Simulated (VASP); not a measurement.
Wanted: the native input for a VASP 6.6.1 run.

| Quantity | Value |
| --- | --- |
| Task | single point |
| Functional | PBE |
| Dispersion | D3(BJ) |
| Potentials or basis | VASP PAW PBE potentials, release 64 (Se, In_d) |
| Cutoff | 520 eV |
| k mesh | 9 × 9 × 1 |
| Occupations | gaussian, width 0.02 eV |
| Spin | no spin polarisation |
| Dipole correction | yes |
| Further INCAR settings | ALGO = Normal; EDIFF = 1e-06; NBANDS = 27 |

The structure of InSe lies in POSCAR:

```
InSe
1.0
    4.2280000000      0.0000000000      0.0000000000
   -2.1140000000      3.6615554072      0.0000000000
    0.0000000000      0.0000000000     36.7199571806
Se In
2 2
Direct
    0.0000000000      0.0000000000      0.4266608704
    0.0000000000      0.0000000000      0.5733113682
    0.6666666667      0.3333333333      0.4619374194
    0.6666666667      0.3333333333      0.5380348774
```

The input as run:

INCAR

```
SYSTEM = InSe
  PREC = Accurate
  ENCUT = 520
  EDIFF = 1E-6
  ISMEAR = 0
  SIGMA = 0.02
  LREAL = .FALSE.
  LASPH = .TRUE.
  NELM = 60
  ALGO = Normal
  ISIF = 2
  LWAVE = .FALSE.
  LCHARG = .FALSE.
  LDIPOL = .TRUE.
  IDIPOL = 3
  DIPOL = 0.5 0.5 0.500
  GGA = PE
  IVDW = 12
  NBANDS = 27
```

KPOINTS

```
regular mesh
0
G
  9 9 1
  0 0 0
```

Potentials or basis: VASP PAW PBE potentials, release 64 (Se, In_d).

Run with:

```sh
$ cat potpaw_PBE.64/Se/POTCAR potpaw_PBE.64/In_d/POTCAR > POTCAR
$ mpirun -np 1 vasp_std > vasp.out
```

It gave:

The largest force is 0.619 eV/Å. The band gap on the k mesh is 1.10 eV (least direct gap 1.15 eV) and the dispersion energy per atom is -0.199 eV.

Caveat: spin-orbit coupling is left out, which moves the levels of the heavy elements.

Wall time 3.1 min on 1 thread of AMD EPYC 7R13 Processor (Zen 3), with other jobs on the host, peak memory 0.64 GiB.
